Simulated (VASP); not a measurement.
Here is a VASP 6.6.1 calculation.

The input INCAR:

```
PREC     = Accurate       # precision mode
ENCUT    = 600            # plane-wave cutoff, eV
EDIFF    = 1E-6           # SCF threshold, eV
ISMEAR   = -1             # smearing method
SIGMA    = 0.15           # smearing width, eV
LREAL    = False          # projectors in reciprocal space
LASPH    = True           # aspherical terms in the spheres
NELM     = 100            # most SCF steps
ALGO     = Normal         # electronic algorithm
ISIF     = 3              # what is computed and relaxed
LWAVE    = False          # write WAVECAR
LCHARG   = False          # write CHGCAR
GGA      = PS             # functional
IBRION   = 2              # ionic algorithm
NSW      = 80             # ionic steps
EDIFFG   = -0.01          # ionic threshold
```

Contents of KPOINTS:

```
regular mesh
0
Gamma
  12 12 11
```

File POSCAR:

```
Ge
1.0
    1.3971490000     -2.6005160000      0.0000000000
    1.3971490000      2.6005160000      0.0000000000
    0.0000000000      0.0000000000      2.6982310000
Ge
1
Direct
    0.5000000000      0.5000000000      0.0000000000
```

Potentials or basis: VASP PAW PBE potentials, release 64 (Ge_d).

Command:

```console
$ cat potpaw_PBE.64/Ge_d/POTCAR > POTCAR
$ mpirun -np 1 vasp_std > vasp.out
```

Question: What does it give for the relaxed volume?

Answer: 18.40 Å³/atom.

Question: Predict the relaxed cell.

Answer: a = 2.825 Å, b = 2.825 Å, c = 2.662 Å, α = 90.00°, β = 90.00°, γ = 120.03°.

Question: Estimate the band gap on the k mesh.

Answer: Zero (bands 7 and 8 overlap by 10.43 eV).

Question: Predict the space group after relaxing (to 0.1 Å).

Answer: P6/mmm (No. 191).

The path:
| step | energy change (eV) | largest force (eV/Å) | pressure (GPa) | volume (Å³) |
| --- | --- | --- | --- | --- |
| 1 | 0.0000 | 0.0000 | -4.14 | 19.61 |
| 2 | -0.0195 | 0.0000 | 1.04 | 18.20 |
| 3 | -0.0197 | 0.0000 | 0.40 | 18.32 |
| 4 | -0.0197 | 0.0000 | 0.62 | 18.30 |
| 5 | -0.0240 | 0.0000 | 0.62 | 18.28 |
| 6 | -0.0255 | 0.0000 | 0.66 | 18.26 |
| 7 | -0.0257 | 0.0000 | 0.58 | 18.25 |
| 8 | -0.0262 | 0.0000 | -0.23 | 18.46 |
| 9 | -0.0262 | 0.0000 | 0.19 | 18.41 |
| 10 | -0.0262 | 0.0000 | -0.15 | 18.42 |
| 11 | -0.0262 | 0.0000 | -0.04 | 18.41 |
| 12 | -0.0263 | 0.0000 | 0.00 | 18.40 |

Caveat: the PAW data sets were made with another functional, which shifts forces and pressure a little.
